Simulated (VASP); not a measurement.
A run of VASP 6.6.1 is set up as follows.

File INCAR:

```
SYSTEM = Mg
PREC = Accurate
ENCUT = 520
EDIFF = 1E-7
ISMEAR = -1
SIGMA = 0.08
LREAL = .FALSE.
LASPH = .TRUE.
NELM = 100
ALGO = Normal
ISIF = 2
LWAVE = .FALSE.
LCHARG = .FALSE.
NBANDS = 7
```

KPOINTS

```
Automatic mesh
0
G
  15 15 15
  0 0 0
```

File POSCAR:

```
Mg
1.0
   -1.3440167569      1.3440167569      1.3440167569
    1.3440167569     -1.3440167569      1.3440167569
    1.3440167569      1.3440167569     -1.3440167569
Mg
1
Direct
    0.0000000000      0.0000000000      0.0000000000
```

Potentials or basis: VASP PAW LDA potentials, release 64 (Mg).

The run is started by

```console
$ cat potpaw_LDA.64/Mg/POTCAR > POTCAR
$ mpirun -np 1 vasp_std > vasp.out
```

Q: What does it give for the band gap on the k mesh?

A: Zero (band 1 reaches 12.03 eV, above the bottom of band 2 at 8.18 eV).

Q: What does it give for the pressure?

A: 151.1 GPa.
